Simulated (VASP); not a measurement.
Input of a VASP 6.6.1 run:

The input INCAR:

```
SYSTEM = Cu
  ALGO = Normal
  EDIFF = 1E-6
  ENCUT = 520
  GGA = PS
  ISIF = 2
  ISMEAR = -1
  LASPH = .TRUE.
  LCHARG = .FALSE.
  LREAL = .FALSE.
  LWAVE = .FALSE.
  NBANDS = 24
  NELM = 80
  PREC = Accurate
  SIGMA = 0.1
```

Contents of KPOINTS:

```
k-points
0
G
  9 9 13
  0 0 0
```

Contents of POSCAR:

```
Cu
1.0
    4.0496806958      0.0000000000      0.0000000000
   -2.0248403479      3.5071263597      0.0000000000
    0.0000000000      0.0000000000      2.4324094066
Cu
3
Direct
    0.0000000000      1.0000000000      0.0000000000
    0.3333333333      0.6666666667      0.5000000000
    0.6666666667      0.3333333333      0.5000000000
```

Potentials or basis: VASP PAW PBE potentials, release 64 (Cu).

The run is started by

```bash
$ cat potpaw_PBE.64/Cu/POTCAR > POTCAR
$ mpirun -np 1 vasp_std > vasp.out
```

(1) What does it give for the pressure?

(2) What does it give for the band gap on the k mesh?

Results:

(1) 0.9 GPa.

(2) zero (an odd number of electrons rules out a gap without spin polarisation).

Caveat: the PAW data sets were made with another functional, which shifts forces and pressure a little.
